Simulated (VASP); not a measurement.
# Ru (P6_3/mmc) in VASP: notebook

The runs below take Ru through single point, with BLYP, PBEsol, LDA.

Program: VASP 6.6.1. These are calculated values, not measurements. Logs are shortened: lines on timing, memory, paths and dates and some standing lists are left out, and cuts for length are marked.

## 1. The cell of the first run

The structure is hexagonal, space group P6_3/mmc (No. 194). Conventional cell: a = 2.706 Å, b = 2.706 Å, c = 4.282 Å, α = 90.00°, β = 90.00°, γ = 120.00°. Within 3.5 Å of Ru (site symmetry -6m2) lie 12 Ru at 2.65 to 2.71 Å.

## 2. Single point, BLYP

Contents of INCAR:

```
PREC = Accurate
ENCUT = 520
EDIFF = 1E-7
ISMEAR = -1
SIGMA = 0.05
LREAL = F
LASPH = T
NELM = 60
ALGO = Normal
ISIF = 2
LWAVE = F
LCHARG = F
GGA = B5
ALDAX = 1.0
AGGAX = 1.0
AGGAC = 1.0
ALDAC = 0.0
NBANDS = 21
```

Contents of KPOINTS:

```
regular mesh
0
Gamma
  11 11 6
```

Contents of POSCAR:

```
Ru
1.0
    2.7058000000      0.0000000000      0.0000000000
   -1.3529000000      2.3432915376      0.0000000000
    0.0000000000      0.0000000000      4.2819000000
Ru
2
Direct
    0.6666666667      0.3333333333      0.7500000000
    0.3333333333      0.6666666667      0.2500000000
```

Potentials or basis: VASP PAW PBE potentials, release 64 (Ru_pv).

On the command line:

```
cat potpaw_PBE.64/Ru_pv/POTCAR > POTCAR
mpirun -np 1 vasp_std > vasp.out
```

OUTCAR:

```text
PREC = Accurate
   ENCUT = 520
   EDIFF = 1E-7
   ISMEAR = -1
   LREAL = F
   LASPH = T
   NELM = 60
   ISIF = 2
   GGA = B5

 ion  position               nearest neighbor table
   1  0.667  0.333  0.750-   2 2.65   2 2.65   2 2.65   2 2.65   2 2.65   2 2.65
   2  0.333  0.667  0.250-   1 2.65   1 2.65   1 2.65   1 2.65   1 2.65   1 2.65

  LATTYP: Found a hexagonal cell.
 ALAT       =     2.7058000000
 C/A-ratio  =     1.5824894671

  Lattice vectors:

 A1 = (   2.7058000000,   0.0000000000,   0.0000000000)
 A2 = (  -1.3529000000,   2.3432915376,   0.0000000000)
 A3 = (   0.0000000000,   0.0000000000,   4.2819000000)

Analysis of symmetry for initial positions (statically):
=====================================================================
 Subroutine PRICEL returns:
 Original cell was already a primitive cell.

 Routine SETGRP: Setting up the symmetry group for a
 hexagonal supercell.

 Subroutine GETGRP returns: Found 24 space group operations
 (whereof 12 operations were pure point group operations)
 out of a pool of 24 trial point group operations.

The static configuration has the point symmetry D_3d.
 The point group associated with its full space group is D_6h.

Analysis of symmetry for dynamics (positions and initial velocities):
=====================================================================
 Subroutine PRICEL returns:
 Original cell was already a primitive cell.

 Routine SETGRP: Setting up the symmetry group for a
 hexagonal supercell.

 Subroutine GETGRP returns: Found 24 space group operations
 (whereof 12 operations were pure point group operations)
 out of a pool of 24 trial point group operations.

The dynamic configuration has the point symmetry D_3d.
 The point group associated with its full space group is D_6h.

 Subroutine INISYM returns: Found 24 space group operations
 (whereof 12 operations are pure point group operations),
 and found     1 'primitive' translations

----------------------------------------------------------------------------------------

                                     Primitive cell

  volume of cell :      27.1493

  direct lattice vectors                    reciprocal lattice vectors
     2.705800000  0.000000000  0.000000000     0.369576465  0.213375072  0.000000000
    -1.352900000  2.343291538  0.000000000     0.000000000  0.426750144  0.000000000
     0.000000000  0.000000000  4.281900000     0.000000000  0.000000000  0.233541185

  length of vectors
     2.705800000  2.705800000  4.281900000     0.426750144  0.426750144  0.233541185

  position of ions in fractional coordinates (direct lattice)
     0.666666667  0.333333333  0.750000000
     0.333333333  0.666666667  0.250000000

  ion indices of the primitive-cell ions
   primitive index   ion index
                 1           1
                 2           2

----------------------------------------------------------------------------------------

 KPOINTS: regular mesh

Automatic generation of k-mesh.
 Grid dimensions read from file:
 generate k-points for:   11   11    6

 Generating k-lattice:

  Cartesian coordinates                     Fractional coordinates (reciprocal lattice)
     0.033597860  0.019397734  0.000000000     0.090909091  0.000000000  0.000000000
     0.000000000  0.038795468  0.000000000     0.000000000  0.090909091  0.000000000
     0.000000000  0.000000000  0.038923531     0.000000000  0.000000000  0.166666667

  Length of vectors
     0.038795468  0.038795468  0.038923531

  Shift w.r.t. Gamma in fractional coordinates (k-lattice)
     0.000000000  0.000000000  0.000000000

 Subroutine IBZKPT returns following result:
 ===========================================

 Found     64 irreducible k-points:

 Following reciprocal coordinates:
            Coordinates               Weight
  0.000000  0.000000  0.000000      1.000000
  0.090909  0.000000  0.000000      6.000000
  0.181818  0.000000  0.000000      6.000000
  0.272727  0.000000  0.000000      6.000000
  0.363636  0.000000  0.000000      6.000000
  0.454545  0.000000  0.000000      6.000000
[... 16 lines left out ...]
  0.090909  0.090909  0.166667     12.000000
  0.181818  0.090909  0.166667     24.000000
 [... further k-points ...]
   k-points           NKPTS =     64   k-points in BZ     NKDIM =     64   number of bands    NBANDS=     21
   number of dos      NEDOS =    301   number of ions     NIONS =      2
   total plane-waves  NPLWV =  12800
   dimension x,y,z NGX =    20 NGY =   20 NGZ =   32
   dimension x,y,z NGXF=    40 NGYF=   40 NGZF=   64
   ions per type =               2
   NGX,Y,Z   is equivalent  to a cutoff of  12.29, 12.29, 12.42 a.u.
   NGXF,Y,Z  is equivalent  to a cutoff of  24.58, 24.58, 24.85 a.u.
 SYSTEM =  unknown system
   PREC   = accura    normal or accurate (medium, high low for compatibility)
   ISTART =      0    job   : 0-new  1-cont  2-samecut
   ICHARG =      2    charge: 1-file 2-atom 10-const
   ISPIN  =      1    spin polarized calculation?
   LNONCOLLINEAR =      F non collinear calculations
   LSORBIT =      F    spin-orbit coupling
   LASPH  =      T    aspherical Exc in radial PAW
   ENCUT  =  520.0 eV  38.22 Ry    6.18 a.u.   5.03  5.03  7.96*2*pi/ulx,y,z
   NELM   =     60;   NELMIN=  2; NELMDL= -5     # of ELM steps
   EDIFF  = 0.1E-06   stopping-criterion for ELM
   LREAL  =      F    real-space projection
   EDIFFG = 0.1E-05   stopping-criterion for IOM
   NSW    =      0    number of steps for IOM
   IBRION =     -1    ionic relax: 0-MD 1-quasi-New 2-CG
   NFREE  =      0    steps in history (QN), initial steepest desc. (CG)
   ISIF   =      2    stress and relaxation
   ISYM   =      2    0-nonsym 1-usesym 2-fastsym
   POTIM  = 0.5000    time-step for ionic-motion
   TEBEG  =    0.0;   TEEND  =   0.0 temperature during run
   PSTRESS=    0.0 pullay stress
   NELECT =      28.0000    total number of electrons
   NUPDOWN=      -1.0000    fix difference up-down
   EMIN   =  10.00;   EMAX   =-10.00  energy-range for DOS
   EFERMI =   0.00;   METHOD = LEGACY
   ISMEAR =    -1;   SIGMA  =   0.05  broadening in eV -4-tet -1-fermi 0-gaus
   EFERMI_NEDOS =   21; number of points for ismear=-14 and -15
   IALGO  =     38    algorithm
   IMIX   =      4    mixing-type and parameters
     AMIX     =   0.40;   BMIX     =  1.00
     AMIX_MAG =   1.60;   BMIX_MAG =  1.00
  volume/ion in A,a.u.               =      13.57        91.61
  Fermi-wavevector in a.u.,A,eV,Ry     =   1.654022  3.125649 37.222674  2.735789
  Thomas-Fermi vector in A             =   2.742361
   LORBIT       =      0    0 simple, 1 ext, 2 COOP (PROOUT), +10 PAW based schemes
   GGA     = B5    functional components
   LHFCALC =     F    Hartree Fock is set to
   AEXX    =    0.0000 exact exchange contribution
   IVDW    =     0    specifies the selected vdW correction
   LEPSILON=     F    determine dielectric tensor
   LRPA    =     F    only Hartree local field effects (RPA)
 non-spin polarized calculation
  energy-cutoff  :      520.00
  volume of cell :       27.15
 maximum number of plane-waves:       744
 NGX is ok and might be reduce to    20
   NGX =  9   NGY =  9   NGZ = 15

 number of electron      28.0000008 magnetization

 Free energy of the ion-electron system (eV)
  ---------------------------------------------------
  ext. energy  EPLUGINS =         0.00000000
  ---------------------------------------------------
  free energy    TOTEN  =       -15.74616257 eV

  energy without entropy =      -15.72948526  energy(sigma->0) =      -15.73782391

 E-fermi :  13.3192     XC(G=0): -13.4491

 val. band max:       13.2797405584   @ k =   0.2727   0.0000   0.0000
 cond. band min:      13.3203849139   @ k =   0.2727   0.1818   0.0000
 fundamental gap:      0.0406443556
 Fermi energy:        13.3191568797

 k-point     1 :       0.0000    0.0000    0.0000
  band No.  band energies     occupation
      1     -30.1274      2.00000
      2     -29.1869      2.00000
      3     -29.1869      2.00000
      4     -29.0145      2.00000
      5     -29.0145      2.00000
      6     -28.9719      2.00000
[... 13 lines left out ...]
     20      23.5200      0.00000
     21      23.8229      0.00000

 k-point     2 :       0.0909    0.0000    0.0000
  band No.  band energies     occupation
      1     -30.0991      2.00000
      2     -29.2469      2.00000
      3     -29.2071      2.00000
      4     -29.0770      2.00000
      5     -29.0228      2.00000
      6     -28.9851      2.00000
[... 13 lines left out ...]
     20      23.5199      0.00000
     21      23.7839      0.00000

 k-point     3 :       0.1818    0.0000    0.0000
  band No.  band energies     occupation
      1     -30.0188      2.00000
      2     -29.4077      2.00000
      3     -29.2594      2.00000
      4     -29.2406      2.00000
      5     -29.0467      2.00000
      6     -29.0250      2.00000
[... 13 lines left out ...]
     20      23.5198      0.00000
     21      23.6763      0.00000

 k-point     4 :       0.2727    0.0000    0.0000
  band No.  band energies     occupation
      1     -29.9000      2.00000
      2     -29.6183      2.00000
      3     -29.4468      2.00000
      4     -29.3248      2.00000
      5     -29.0907      2.00000
      6     -29.0804      2.00000
[... 13 lines left out ...]
     20      23.5193      0.00000
     21      23.5872      0.00000

 k-point     5 :       0.3636    0.0000    0.0000
  band No.  band energies     occupation
      1     -29.8113      2.00000
      2     -29.7657      2.00000
      3     -29.6290      2.00000
      4     -29.3827      2.00000
      5     -29.1758      2.00000
      6     -29.1129      2.00000
[... 13 lines left out ...]
     20      23.5203      0.00000
     21      23.7086      0.00000
[... 382 lines left out ...]
     20      23.5189      0.00000
     21      24.5942      0.00000

 k-point    22 :       0.4545    0.0000    0.1667
  band No.  band energies     occupation
      1     -29.9831      2.00000
      2     -29.7994      2.00000
      3     -29.5579      2.00000
      4     -29.3977      2.00000
      5     -29.2279      2.00000
      6     -29.1520      2.00000
[... 13 lines left out ...]
     20      23.5160      0.00000
     21      24.0538      0.00000

 k-point    23 :       0.0909    0.0909    0.1667
  band No.  band energies     occupation
      1     -29.9879      2.00000
      2     -29.3240      2.00000
      3     -29.2785      2.00000
      4     -29.2010      2.00000
      5     -29.0619      2.00000
      6     -29.0384      2.00000
[... 13 lines left out ...]
     20      23.5197      0.00000
     21      25.1146      0.00000

 k-point    24 :       0.1818    0.0909    0.1667
  band No.  band energies     occupation
      1     -29.9178      2.00000
      2     -29.4850      2.00000
      3     -29.4363      2.00000
      4     -29.2798      2.00000
      5     -29.1078      2.00000
      6     -29.0734      2.00000
[... 13 lines left out ...]
     20      23.5195      0.00000
     21      25.2517      0.00000

 [... further k-points ...]

------------------------ aborting loop because EDIFF is reached ----------------------------------------

  FORCE on cell =-STRESS in cart. coord.  units (eV):
  Direction    XX          YY          ZZ          XY          YZ          ZX
  --------------------------------------------------------------------------------------
  -------------------------------------------------------------------------------------
  Total        3.3228762      3.3228762      3.3464591     -0.0000000      0.0000000     -0.0000000
  in kB      196.0948612    196.0948612    197.4865721     -0.0000000      0.0000000     -0.0000000
  external PRESSURE =     196.5587648 kB  Pullay stress =       0.0000000 kB

 VOLUME and BASIS-vectors are now :
 -----------------------------------------------------------------------------
  energy-cutoff  :      520.00
  volume of cell :       27.15
      direct lattice vectors                 reciprocal lattice vectors
     2.705800000  0.000000000  0.000000000     0.369576465  0.213375072  0.000000000
    -1.352900000  2.343291538  0.000000000     0.000000000  0.426750144  0.000000000
     0.000000000  0.000000000  4.281900000     0.000000000  0.000000000  0.233541185

 POSITION                                       TOTAL-FORCE (eV/Angst)
 -----------------------------------------------------------------------------------
      1.35290      0.78110      3.21143         0.000000      0.000000      0.000000
     -0.00000      1.56219      1.07048        -0.000000      0.000000      0.000000
 -----------------------------------------------------------------------------------
    total drift:                               -0.000000      0.000000     -0.000000

  FREE ENERGIE OF THE ION-ELECTRON SYSTEM (eV)
  ---------------------------------------------------
  free  energy   TOTEN  =       -15.7461625700 eV

  energy  without entropy=      -15.7294852564  energy(sigma->0) =      -15.73782391
```

Run time: 23 s. Hardware: 1 thread of Intel Xeon Platinum 8488C (Sapphire Rapids), shared host; peak memory 0.15 GiB.

What came out:

```
Free energy            : -15.7462 eV
Pressure               : 19.7 GPa
Band gap on the k mesh : zero (band 14 reaches 14.86 eV, above the bottom of band 15 at 11.79 eV)
```

Caveat: the PAW data sets were made with another functional, which shifts forces and pressure a little.

## 3. Single point, PBEsol, non-collinear spin, zero start, spin-orbit coupling

Contents of INCAR:

```
  PREC = Accurate
  ENCUT = 520
  EDIFF = 1E-7
  ISMEAR = -1
  SIGMA = 0.05
  LREAL = False
  LASPH = True
  NELM = 150
  ALGO = Normal
  ISIF = 2
  LWAVE = False
  LCHARG = False
  MAGMOM = 0 0 0 0 0 0
  LORBIT = 11
  LSORBIT = True
  GGA_COMPAT = False
  LORBMOM = True
  LMAXMIX = 4
  GGA = PS
  NBANDS = 40
```

Contents of KPOINTS:

```
Automatic mesh
0
Gamma
  8 8 5
```

POSCAR is that of step 2.

Potentials or basis: VASP PAW PBE potentials, release 64 (Ru_pv).

On the command line:

```
cat potpaw_PBE.64/Ru_pv/POTCAR > POTCAR
mpirun -np 1 vasp_ncl > vasp.out
```

Run time: 49 s. Hardware: 1 thread of Intel Xeon Platinum 8488C (Sapphire Rapids), shared host; peak memory 0.21 GiB.

The run converged. Its results:

| Item | Value |
| --- | --- |
| Free energy | -20.6408 eV |
| Pressure | -6.6 GPa |
| Net moment | 0.00 μB per cell |
| Valence electrons inside the program's atomic spheres | Ru 12.66 |

Stress tensor (GPa, compression positive):
```
-6.21  0.00  0.00
 0.00 -6.21  0.00
 0.00  0.00 -7.32
```

Moments on the atoms (μB; x, y, z):
```
Ru  0.00 0.00 0.00
Ru  0.00 0.00 0.00
```

Caveat: the PAW data sets were made with another functional, which shifts forces and pressure a little.

(Part 1 of 2 ends here.)
